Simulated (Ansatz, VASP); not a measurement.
**Two plane-wave programs on CsI**

```xyz
2
Lattice="4.6081 0.0000 0.0000 0.0000 4.6081 0.0000 0.0000 0.0000 4.6081" Properties=species:S:1:pos:R:3 pbc="T T T"
Cs    0.0000    0.0000    0.0000
I     2.3040    2.3040    2.3040
```

Alike in both runs: task single point; functional PBEsol; k mesh 4 × 4 × 4; no spin polarisation.

```csv
,VASP,Ansatz
version,VASP 6.6.1,Ansatz 0.2.0
potentials or method,"VASP PAW PBE potentials, release 64 (Cs_sv, I)","plane waves, PAW"
plane-wave cutoff (eV),500,420
occupations,"gaussian, width 0.01 eV",fixed
valence electrons in the cell,16,26
```

```csv
,VASP,Ansatz,Ansatz less VASP
gap on the k mesh at the Fermi level (eV),3.62,3.63,+0.012
```

VASP's potentials were made for PBE, not for PBEsol. VASP's potentials hold 16 valence electrons a cell and Ansatz's 26, so a difference there can come from the potentials and not from the codes.

Spin-orbit coupling is off throughout.
